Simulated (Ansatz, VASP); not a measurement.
Two plane-wave programs on SrTiO3

INCAR

```
ALGO = Normal
EDIFF = 1E-6
ENCUT = 520
GGA = PE
ISIF = 2
ISMEAR = -1
LASPH = True
LCHARG = False
LREAL = False
LWAVE = False
NBANDS = 28
NELM = 60
PREC = Accurate
SIGMA = 0.02
```

The input KPOINTS:

```
k-points
0
Gamma
  6 6 6
```

The input POSCAR:

```
SrTiO3
1.0
    3.7896459565      0.0000000000      0.0000000000
    0.0000000000      3.7896459565      0.0000000000
    0.0000000000      0.0000000000      3.7896459565
Sr Ti O
1 1 3
Direct
    0.0000000000      0.0000000000      0.0000000000
    0.5000000000      0.5000000000      0.5000000000
    0.5000000000      0.5000000000      0.0000000000
    0.5000000000      0.0000000000      0.5000000000
    0.0000000000      0.5000000000      0.5000000000
```

Input for Ansatz:

```yaml
crystal:
  lattice:
    - [3.7896459565, 0.0, 0.0]
    - [0.0, 3.7896459565, 0.0]
    - [0.0, 0.0, 3.7896459565]
  atoms:
    - { symbol: Sr, position: [0.0, 0.0, 0.0] }
    - { symbol: Ti, position: [0.5, 0.5, 0.5] }
    - { symbol: O, position: [0.5, 0.5, 0.0] }
    - { symbol: O, position: [0.5, 0.0, 0.5] }
    - { symbol: O, position: [0.0, 0.5, 0.5] }
kpoints:
  mp_grid: { grid: [6, 6, 6] }
  band_path:
    path: [[0.0, 0.0, 0.0], [0.0, 0.5, 0.0], [0.5, 0.5, 0.0], [0.5, 0.5, 0.5]]
    npoints: 1
hamiltonian:
  xc: pbe
scf:
  occupations: { method: fermi_dirac, width: 0.02 }
  n_extra_bands: 5
output:
  forces: true
  stress: true
  eigenvalues: true
```

Change from the starting cell: hydrostatic strain -3.0%.

Alike in both runs: task single point; functional PBE; k mesh 6 × 6 × 6; occupations fermi-dirac, width 0.02 eV; no spin polarisation.

|  | VASP | Ansatz |
| --- | --- | --- |
| version | VASP 6.6.1 | Ansatz 0.2.0 |
| potentials or method | VASP PAW PBE potentials, release 64 (Sr_sv, Ti_sv, O) | plane waves, PAW |
| plane-wave cutoff (eV) | 520 | 420 |
| valence electrons in the cell | 40 | 40 |

|  | VASP | Ansatz | Ansatz less VASP |
| --- | --- | --- | --- |
| gap on the k mesh at the Fermi level (eV) | 2.01 | 2.05 | +0.038 |
| pressure (GPa) | 25.8 | 24.9 | -0.83 |
